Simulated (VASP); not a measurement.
Be, 2 atoms in the cell. Symmetry: Fd-3m, No. 227, cubic system. Conventional cell: a = 4.726 Å, b = 4.726 Å, c = 4.726 Å, α = 90.00°, β = 90.00°, γ = 90.00°. Be (site symmetry -43m) has 4 Be at 2.05 Å within 2.7 Å.  This cell differs from its parent crystal: volume scaled by 0.88.

* Program: VASP 6.6.1
* Task: single point
* Functional: r2SCAN
* Potentials or basis: VASP PAW PBE potentials, release 64 (Be)
* Cutoff: 520 eV
* k mesh: 12 × 12 × 12
* Occupations: fermi-dirac, width 0.1 eV
* Spin: no spin polarisation
* Dipole correction: no
* Further INCAR settings: ALGO = Normal; EDIFF = 1e-06; NBANDS = 9

Potentials or basis: VASP PAW PBE potentials, release 64 (Be).

The run is started by

```console
$ cat potpaw_PBE.64/Be/POTCAR > POTCAR
$ cp INCAR.step1 INCAR
$ mpirun -np 1 vasp_std > vasp.out
$ cp INCAR.step2 INCAR
$ mpirun -np 1 vasp_std > vasp.out
```

Hardware: 1 thread of Intel(R) Xeon(R) 6975P-C (Granite Rapids), on a shared host.

How long does it take, and how much memory?

Run time: 56 s on 1 thread of Intel(R) Xeon(R) 6975P-C (Granite Rapids), on a shared host, peak memory 0.16 GiB. Counts: k points 72.
